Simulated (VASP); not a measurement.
# Pb (Fm-3m) in VASP: notebook

The runs below take Pb through single point, relaxation of cell and atoms, with BLYP+D3(BJ), BLYP+D4, PBE, PBEsol, RPBE.

Program: VASP 6.6.1. These are calculated values, not measurements. Logs are shortened: lines on timing, memory, paths and dates and some standing lists are left out, and cuts for length are marked.

## 1. The cell of the first run

The structure is cubic, space group Fm-3m (No. 225). The conventional cell has a = 4.950 Å, b = 4.950 Å, c = 4.950 Å, α = 90.00°, β = 90.00°, γ = 90.00°. Within 4.6 Å of Pb (site symmetry m-3m) lie 12 Pb at 3.50 Å.

## 2. Single point, BLYP+D3(BJ)

INCAR reads:

```
SYSTEM = Pb
PREC = Accurate
ENCUT = 520
EDIFF = 1E-6
ISMEAR = -1
SIGMA = 0.05
LREAL = .False.
LASPH = .True.
NELM = 100
ALGO = Normal
ISIF = 2
LWAVE = .False.
LCHARG = .True.
GGA = B5
ALDAX = 1.0
AGGAX = 1.0
AGGAC = 1.0
ALDAC = 0.0
IVDW = 12
VDW_S6 = 1.0
VDW_S8 = 2.6996
VDW_A1 = 0.4298
VDW_A2 = 4.2359
LELF = .True.
LVHAR = .True.
NBANDS = 13
```

KPOINTS reads:

```
regular mesh
0
Gamma
  9 9 9
  0 0 0
```

POSCAR reads:

```
Pb
1.0
    0.0000000000      2.4750200000      2.4750200000
    2.4750200000      0.0000000000      2.4750200000
    2.4750200000      2.4750200000      0.0000000000
Pb
1
Direct
    0.0000000000      0.0000000000      0.0000000000
```

Potentials or basis: VASP PAW PBE potentials, release 64 (Pb_d).

Started as:

```sh
> cat potpaw_PBE.64/Pb_d/POTCAR > POTCAR
> mpirun -np 1 vasp_std > vasp.out
```

OUTCAR:

```text
SYSTEM = Pb
   PREC = Accurate
   ENCUT = 520
   EDIFF = 1E-6
   ISMEAR = -1
   LREAL = .False.
   LASPH = .True.
   NELM = 100
   ISIF = 2
   GGA = B5
   IVDW = 12
 IVDW          = 12

 ion  position               nearest neighbor table
   1  0.000  0.000  0.000-

  LATTYP: Found a face centered cubic cell.
 ALAT       =     4.9500400000

  Lattice vectors:

 A1 = (   0.0000000000,   2.4750200000,   2.4750200000)
 A2 = (   2.4750200000,   0.0000000000,   2.4750200000)
 A3 = (   2.4750200000,   2.4750200000,   0.0000000000)

Analysis of symmetry for initial positions (statically):
[... 5 lines left out ...]
 face centered cubic supercell.

 Subroutine GETGRP returns: Found 48 space group operations
 (whereof 48 operations were pure point group operations)
 out of a pool of 48 trial point group operations.

The static configuration has the point symmetry O_h .

Analysis of symmetry for dynamics (positions and initial velocities):
[... 5 lines left out ...]
 face centered cubic supercell.

 Subroutine GETGRP returns: Found 48 space group operations
 (whereof 48 operations were pure point group operations)
 out of a pool of 48 trial point group operations.

The dynamic configuration has the point symmetry O_h .

 Subroutine INISYM returns: Found 48 space group operations
 (whereof 48 operations are pure point group operations),
 and found     1 'primitive' translations

----------------------------------------------------------------------------------------

                                     Primitive cell

  volume of cell :      30.3226

  direct lattice vectors                    reciprocal lattice vectors
     0.000000000  2.475020000  2.475020000    -0.202018570  0.202018570  0.202018570
     2.475020000  0.000000000  2.475020000     0.202018570 -0.202018570  0.202018570
     2.475020000  2.475020000  0.000000000     0.202018570  0.202018570 -0.202018570

  length of vectors
     3.500206851  3.500206851  3.500206851     0.349906427  0.349906427  0.349906427

  position of ions in fractional coordinates (direct lattice)
     0.000000000  0.000000000  0.000000000

  ion indices of the primitive-cell ions
   primitive index   ion index
                 1           1

----------------------------------------------------------------------------------------

 KPOINTS: regular mesh

Automatic generation of k-mesh.
 Grid dimensions read from file:
 generate k-points for:    9    9    9

 Generating k-lattice:

  Cartesian coordinates                     Fractional coordinates (reciprocal lattice)
    -0.022446508  0.022446508  0.022446508     0.111111111  0.000000000  0.000000000
     0.022446508 -0.022446508  0.022446508     0.000000000  0.111111111  0.000000000
     0.022446508  0.022446508 -0.022446508     0.000000000  0.000000000  0.111111111

  Length of vectors
     0.038878492  0.038878492  0.038878492

  Shift w.r.t. Gamma in fractional coordinates (k-lattice)
     0.000000000  0.000000000  0.000000000

 Subroutine IBZKPT returns following result:
 ===========================================

 Found     35 irreducible k-points:

 Following reciprocal coordinates:
            Coordinates               Weight
  0.000000  0.000000  0.000000      1.000000
  0.111111  0.000000  0.000000      8.000000
  0.222222  0.000000  0.000000      8.000000
  0.333333  0.000000  0.000000      8.000000
  0.444444  0.000000  0.000000      8.000000
  0.111111  0.111111  0.000000      6.000000
[... 16 lines left out ...]
 -0.333333  0.333333  0.000000     12.000000
  0.444444  0.444444  0.000000      6.000000
 [... further k-points ...]
   k-points           NKPTS =     35   k-points in BZ     NKDIM =     35   number of bands    NBANDS=     13
   number of dos      NEDOS =    301   number of ions     NIONS =      1
   total plane-waves  NPLWV =  21952
   dimension x,y,z NGX =    28 NGY =   28 NGZ =   28
   dimension x,y,z NGXF=    56 NGYF=   56 NGZF=   56
   ions per type =               1
   NGX,Y,Z   is equivalent  to a cutoff of  13.30, 13.30, 13.30 a.u.
   NGXF,Y,Z  is equivalent  to a cutoff of  26.60, 26.60, 26.60 a.u.
 SYSTEM =  Pb
   PREC   = accura    normal or accurate (medium, high low for compatibility)
   ISTART =      0    job   : 0-new  1-cont  2-samecut
   ICHARG =      2    charge: 1-file 2-atom 10-const
   ISPIN  =      1    spin polarized calculation?
   LNONCOLLINEAR =      F non collinear calculations
   LSORBIT =      F    spin-orbit coupling
   LASPH  =      T    aspherical Exc in radial PAW
   ENCUT  =  520.0 eV  38.22 Ry    6.18 a.u.   6.51  6.51  6.51*2*pi/ulx,y,z
   NELM   =    100;   NELMIN=  2; NELMDL= -5     # of ELM steps
   EDIFF  = 0.1E-05   stopping-criterion for ELM
   LREAL  =      F    real-space projection
   EDIFFG = 0.1E-04   stopping-criterion for IOM
   NSW    =      0    number of steps for IOM
   IBRION =     -1    ionic relax: 0-MD 1-quasi-New 2-CG
   NFREE  =      0    steps in history (QN), initial steepest desc. (CG)
   ISIF   =      2    stress and relaxation
   ISYM   =      2    0-nonsym 1-usesym 2-fastsym
   POTIM  = 0.5000    time-step for ionic-motion
   TEBEG  =    0.0;   TEEND  =   0.0 temperature during run
   PSTRESS=    0.0 pullay stress
   NELECT =      14.0000    total number of electrons
   NUPDOWN=      -1.0000    fix difference up-down
   EMIN   =  10.00;   EMAX   =-10.00  energy-range for DOS
   EFERMI =   0.00;   METHOD = LEGACY
   ISMEAR =    -1;   SIGMA  =   0.05  broadening in eV -4-tet -1-fermi 0-gaus
   EFERMI_NEDOS =   21; number of points for ismear=-14 and -15
   IALGO  =     38    algorithm
   IMIX   =      4    mixing-type and parameters
     AMIX     =   0.40;   BMIX     =  1.00
     AMIX_MAG =   1.60;   BMIX_MAG =  1.00
  volume/ion in A,a.u.               =      30.32       204.63
  Fermi-wavevector in a.u.,A,eV,Ry     =   1.265306  2.391081 21.782907  1.600999
  Thomas-Fermi vector in A             =   2.398566
   LORBIT       =      0    0 simple, 1 ext, 2 COOP (PROOUT), +10 PAW based schemes
   GGA     = B5    functional components
   LHFCALC =     F    Hartree Fock is set to
   AEXX    =    0.0000 exact exchange contribution
   IVDW    =    12    specifies the selected vdW correction
   LEPSILON=     F    determine dielectric tensor
   LRPA    =     F    only Hartree local field effects (RPA)
 non-spin polarized calculation
  energy-cutoff  :      520.00
  volume of cell :       30.32
 maximum number of plane-waves:       869
 NGX is ok and might be reduce to    28
   NGX = 13   NGY = 13   NGZ = 13

 number of electron      13.9999999 magnetization

 Free energy of the ion-electron system (eV)
  ---------------------------------------------------
  ext. energy  EPLUGINS =         0.00000000
  ---------------------------------------------------
  free energy    TOTEN  =        -2.81402040 eV

  energy without entropy =       -2.81066642  energy(sigma->0) =       -2.81234341

 E-fermi :   7.6588     XC(G=0):  -9.5945

 val. band max:        7.4367316216   @ k =  -0.3333   0.3333   0.1111
 cond. band min:       7.6731299568   @ k =  -0.2222   0.3333   0.1111
 fundamental gap:      0.2363983352
 Fermi energy:         7.6587655277

 k-point     1 :       0.0000    0.0000    0.0000
  band No.  band energies     occupation
      1      -9.3041      2.00000
      2      -9.3041      2.00000
      3      -9.3041      2.00000
      4      -9.1616      2.00000
      5      -9.1616      2.00000
      6      -4.0104      2.00000
      7      15.0153      0.00000
      8      15.0153      0.00000
      9      15.0153      0.00000
     10      17.8278      0.00000
     11      19.5914      0.00000
     12      20.3913      0.00000
     13      20.3913      0.00000

 k-point     2 :       0.1111    0.0000    0.0000
  band No.  band energies     occupation
      1      -9.3044      2.00000
      2      -9.2874      2.00000
      3      -9.2874      2.00000
      4      -9.1616      2.00000
      5      -9.1616      2.00000
      6      -3.7745      2.00000
      7      12.7743      0.00000
      8      14.7436      0.00000
      9      14.7436      0.00000
     10      17.4240      0.00000
     11      20.4581      0.00000
     12      20.8668      0.00000
     13      20.8668      0.00000

 k-point     3 :       0.2222    0.0000    0.0000
  band No.  band energies     occupation
      1      -9.3089      2.00000
      2      -9.2674      2.00000
      3      -9.2674      2.00000
      4      -9.1385      2.00000
      5      -9.1384      2.00000
      6      -3.0697      2.00000
      7       9.3639      0.00000
      8      14.1547      0.00000
      9      14.1547      0.00000
     10      17.0980      0.00000
     11      19.9039      0.00000
     12      20.5271      0.00000
     13      20.5271      0.00000

 k-point     4 :       0.3333    0.0000    0.0000
  band No.  band energies     occupation
      1      -9.3196      2.00000
      2      -9.2768      2.00000
      3      -9.2768      2.00000
      4      -9.0788      2.00000
      5      -9.0788      2.00000
      6      -1.9445      2.00000
      7       6.2805      2.00000
      8      13.5828      0.00000
      9      13.5828      0.00000
     10      17.0188      0.00000
     11      18.6267      0.00000
     12      19.6619      0.00000
     13      19.6619      0.00000

 k-point     5 :       0.4444    0.0000    0.0000
  band No.  band energies     occupation
      1      -9.3294      2.00000
      2      -9.2902      2.00000
      3      -9.2902      2.00000
      4      -9.0316      2.00000
      5      -9.0316      2.00000
      6      -0.7180      2.00000
      7       4.0494      2.00000
      8      13.2427      0.00000
      9      13.2427      0.00000
     10      17.2132      0.00000
     11      17.7487      0.00000
     12      19.2214      0.00000
     13      19.2214      0.00000

 k-point     6 :       0.1111    0.1111    0.0000
  band No.  band energies     occupation
      1      -9.3233      2.00000
      2      -9.2694      2.00000
      3      -9.2694      2.00000
      4      -9.1820      2.00000
      5      -9.1470      2.00000
      6      -3.6960      2.00000
      7      13.4358      0.00000
      8      13.8922      0.00000
      9      13.8922      0.00000
     10      16.9617      0.00000
     11      19.5415      0.00000
     12      21.8029      0.00000
     13      21.8710      0.00000

 k-point     7 :       0.2222    0.1111    0.0000
  band No.  band energies     occupation
      1      -9.3319      2.00000
      2      -9.2448      2.00000
      3      -9.2387      2.00000
      4      -9.1879      2.00000
      5      -9.1224      2.00000
      6      -3.1473      2.00000
      7      10.5170      0.00000
      8      13.0831      0.00000
      9      13.5963      0.00000
     10      17.0686      0.00000
     11      18.3139      0.00000
     12      21.1513      0.00000
     13      22.3245      0.00000
[... 193 lines left out ...]
 k-point    20 :       0.3333    0.3333    0.0000
  band No.  band energies     occupation
      1      -9.4267      2.00000
      2      -9.3151      2.00000
      3      -9.0728      2.00000
      4      -9.0728      2.00000
      5      -9.0674      2.00000
      6      -1.2480      2.00000
      7       7.7129      0.50631
      8      10.6381      0.00000
      9      10.6381      0.00000
     10      14.4658      0.00000
     11      15.1169      0.00000
     12      25.8768      0.00000
     13      25.9398      0.00000

 k-point    21 :       0.4444    0.3333    0.0000
  band No.  band energies     occupation
      1      -9.4261      2.00000
      2      -9.3315      2.00000
      3      -9.0823      2.00000
      4      -9.0488      2.00000
      5      -9.0163      2.00000
      6      -0.2485      2.00000
      7       6.2058      2.00000
      8       9.2139      0.00000
      9      10.3343      0.00000
     10      14.3601      0.00000
     11      16.0383      0.00000
     12      24.8050      0.00000
     13      25.1754      0.00000

 k-point    22 :      -0.4444    0.3333    0.0000
  band No.  band energies     occupation
      1      -9.3945      2.00000
      2      -9.2904      2.00000
      3      -9.1004      2.00000
      4      -9.0794      2.00000
      5      -9.0189      2.00000
      6       0.6209      2.00000
      7       5.3829      2.00000
      8       7.3929      1.99025
      9      10.5821      0.00000
     10      14.5274      0.00000
     11      18.5870      0.00000
     12      23.9379      0.00000
     13      24.1772      0.00000

 k-point    23 :      -0.3333    0.3333    0.0000
  band No.  band energies     occupation
      1      -9.3578      2.00000
      2      -9.1973      2.00000
      3      -9.1507      2.00000
      4      -9.1283      2.00000
      5      -9.0640      2.00000
      6       0.4752      2.00000
      7       6.0404      2.00000
      8       6.2747      2.00000
      9      11.3506      0.00000
     10      15.0106      0.00000
     11      21.6641      0.00000
     12      23.2301      0.00000
     13      23.3097      0.00000

 k-point    24 :       0.4444    0.4444    0.0000
  band No.  band energies     occupation
      1      -9.4623      2.00000
      2      -9.3681      2.00000
      3      -9.0395      2.00000
      4      -9.0006      2.00000
      5      -9.0006      2.00000
      6       0.5013      2.00000
      7       5.0861      2.00000
      8       9.8637      0.00000
      9       9.8637      0.00000
     10      13.6350      0.00000
     11      14.7498      0.00000
     12      25.9881      0.00000
     13      27.7772      0.00000

 [... further k-points ...]

------------------------ aborting loop because EDIFF is reached ----------------------------------------

 Edisp (eV)   -0.99986

 E8    (eV) :    -0.7857

  FORCE on cell =-STRESS in cart. coord.  units (eV):
  Direction    XX          YY          ZZ          XY          YZ          ZX
  --------------------------------------------------------------------------------------
  -------------------------------------------------------------------------------------
  Total       0.12993     0.12993     0.12993    -0.00000    -0.00000    -0.00000
  in kB       6.86526     6.86526     6.86526    -0.00000    -0.00000    -0.00000
  external pressure =        6.87 kB  Pullay stress =        0.00 kB

 VOLUME and BASIS-vectors are now :
 -----------------------------------------------------------------------------
  energy-cutoff  :      520.00
  volume of cell :       30.32
      direct lattice vectors                 reciprocal lattice vectors
     0.000000000  2.475020000  2.475020000    -0.202018570  0.202018570  0.202018570
     2.475020000  0.000000000  2.475020000     0.202018570 -0.202018570  0.202018570
     2.475020000  2.475020000  0.000000000     0.202018570  0.202018570 -0.202018570

 POSITION                                       TOTAL-FORCE (eV/Angst)
 -----------------------------------------------------------------------------------
      0.00000      0.00000      0.00000         0.000000     -0.000000      0.000000
 -----------------------------------------------------------------------------------
    total drift:                               -0.000000     -0.000000     -0.000000

  FREE ENERGIE OF THE ION-ELECTRON SYSTEM (eV)
  ---------------------------------------------------
  free  energy   TOTEN  =        -3.8138811884 eV

  energy  without entropy=       -3.8105272063  energy(sigma->0) =       -3.81220420
```

Run time: 13 s. Hardware: 1 thread of Intel Xeon Platinum 8375C at 2.90GHz (Ice Lake), shared host; peak memory 0.17 GiB.

What came out:

```yaml
Free_energy: -3.8139 eV
Pressure: 0.7 GPa
Band_gap_on_the_k_mesh: zero (band 7 reaches 15.02 eV, above the bottom of band 8 at 6.27 eV)
Dispersion_energy_per_atom: -1.000 eV
```

Levels at points of the mesh, in eV from the Fermi level:
| k point | band 4 | band 5 | band 6 | band 7 | band 8 | band 9 | band 10 | band 11 |
| --- | --- | --- | --- | --- | --- | --- | --- | --- |
| (0.00, 0.00, 0.00) | -16.82 | -16.82 | -11.67 | 7.36 | 7.36 | 7.36 | 10.17 | 11.93 |

Caveat: the PAW data sets were made with another functional, which shifts forces and pressure a little; spin-orbit coupling is left out, which moves the levels of the heavy elements; pairwise dispersion overbinds metals, which lowers pressure and volume.

(Part 1 of 3 ends here.)
